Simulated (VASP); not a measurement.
Write the native input for VASP 6.6.1 that does the following.

```
Task                   : single point
Functional             : r2SCAN
Potentials or basis    : VASP PAW PBE potentials, release 64 (Ga_d, N)
Cutoff                 : 520 eV
k mesh                 : 10 × 10 × 10
Occupations            : gaussian, width 0.05 eV
Spin                   : no spin polarisation
Dipole correction      : no
Further INCAR settings : ALGO = Normal; EDIFF = 1e-07; NBANDS = 16
```

GaN:

```
Ga N
1.0
     0.00000    2.25350    2.19716
     2.25350    0.00000    2.19716
     2.25350    2.25350    0.00000
Ga N
1 1
Direct
  0.00000 0.00000 0.00000
  0.75000 0.75000 0.75000
```

This cell differs from its parent crystal: strain +0.000 along x and y, -0.025 along z.

These files were run (other wordings do the same):

POSCAR

```
GaN
1.0
    0.0000000000      2.2535006075      2.1971630923
    2.2535006075      0.0000000000      2.1971630923
    2.2535006075      2.2535006075      0.0000000000
Ga N
1 1
Direct
    0.0000000000      0.0000000000      0.0000000000
    0.7500000000      0.7500000000      0.7500000000
```

INCAR.step1

```
SYSTEM = GaN
ALGO = Normal
EDIFF = 1E-4
ENCUT = 520
GGA = PE
ISMEAR = 0
LASPH = .True.
LCHARG = .False.
LREAL = .False.
LWAVE = .True.
NBANDS = 16
NELM = 60
PREC = Accurate
SIGMA = 0.05
```

INCAR.step2

```
SYSTEM = GaN
ALGO = Normal
EDIFF = 1E-7
ENCUT = 520
ISIF = 2
ISMEAR = 0
ISTART = 1
LASPH = .True.
LCHARG = .True.
LELF = .True.
LMIXTAU = .True.
LREAL = .False.
LVHAR = .True.
LWAVE = .False.
METAGGA = R2SCAN
NBANDS = 16
NELM = 60
PREC = Accurate
SIGMA = 0.05
```

KPOINTS

```
k-points
0
Gamma
  10 10 10
  0 0 0
```

Potentials or basis: VASP PAW PBE potentials, release 64 (Ga_d, N).

Run with:

```console
$ cat potpaw_PBE.64/Ga_d/POTCAR potpaw_PBE.64/N/POTCAR > POTCAR
$ cp INCAR.step1 INCAR
$ mpirun -np 1 vasp_std > vasp.out
$ cp INCAR.step2 INCAR
$ mpirun -np 1 vasp_std > vasp.out
```

Results of the run:

```
Pressure               : 5.1 GPa
Band gap on the k mesh : 2.21 eV
```

Caveat: the cell differs from its parent crystal (strain +0.000 along x and y, -0.025 along z); the cell stands under pressure; the PAW data sets were made with another functional, which shifts forces and pressure a little.

It took 65 s on 1 thread of Intel(R) Xeon(R) 6975P-C (Granite Rapids), with other jobs on the host, peak memory 0.16 GiB.
